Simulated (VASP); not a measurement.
Set up this calculation in VASP 6.6.1, as the native input.

```yaml
Task: single point
Functional: PBE
Potentials_or_basis: VASP PAW PBE potentials, release 64 (Sc_sv, Mo_sv)
Cutoff: 520 eV
k_mesh: 4 × 4 × 4
Occupations: gaussian, width 0.1 eV
Spin: no spin polarisation
Dipole_correction: no
Further_INCAR_settings: ALGO = Normal; EDIFF = 1e-06; NBANDS = 37
```

The structure of Sc4Mo lies in POSCAR:

```
Sc4Mo
1.0
    5.0211096904      0.0000000000      0.0000000000
    0.0000000000      5.0211096904      0.0000000000
    0.0000000000      0.0000000000      5.0211096904
Sc Mo
4 1
Direct
    0.5000000000      0.0000000000      0.0000000000
    0.0000000000      0.5000000000      0.0000000000
    0.0000000000      0.0000000000      0.5000000000
    0.5000000000      0.5000000000      0.5000000000
    0.0000000000      0.0000000000      0.0000000000
```

The cell was built from a structure type or drawn by symmetry, and may not be a known phase.

One way to write it, as run:

INCAR

```
SYSTEM = Sc4Mo
PREC     = Accurate       ! precision mode
ENCUT    = 520            ! plane-wave cutoff, eV
EDIFF    = 1E-6           ! SCF threshold, eV
ISMEAR   = 0              ! smearing method
SIGMA    = 0.1            ! smearing width, eV
LREAL    = .FALSE.        ! projectors in reciprocal space
LASPH    = .TRUE.         ! aspherical terms in the spheres
NELM     = 60             ! most SCF steps
ALGO     = Normal         ! electronic algorithm
ISIF     = 2              ! what is computed and relaxed
LWAVE    = .FALSE.        ! write WAVECAR
LCHARG   = .FALSE.        ! write CHGCAR
GGA      = PE             ! functional
NBANDS   = 37             ! bands
```

KPOINTS

```
regular mesh
0
G
  4 4 4
  0 0 0
```

Potentials or basis: VASP PAW PBE potentials, release 64 (Sc_sv, Mo_sv).

Run with:

```bash
$ cat potpaw_PBE.64/Sc_sv/POTCAR potpaw_PBE.64/Mo_sv/POTCAR > POTCAR
$ mpirun -np 1 vasp_std > vasp.out
```

Results of the run:

```
Pressure               : 0.4 GPa
Band gap on the k mesh : zero (bands 29 and 30 overlap by 0.44 eV)
```

It took 32 s on 1 thread of Intel(R) Xeon(R) 6975P-C (Granite Rapids), with other jobs on the host, peak memory 0.24 GiB.
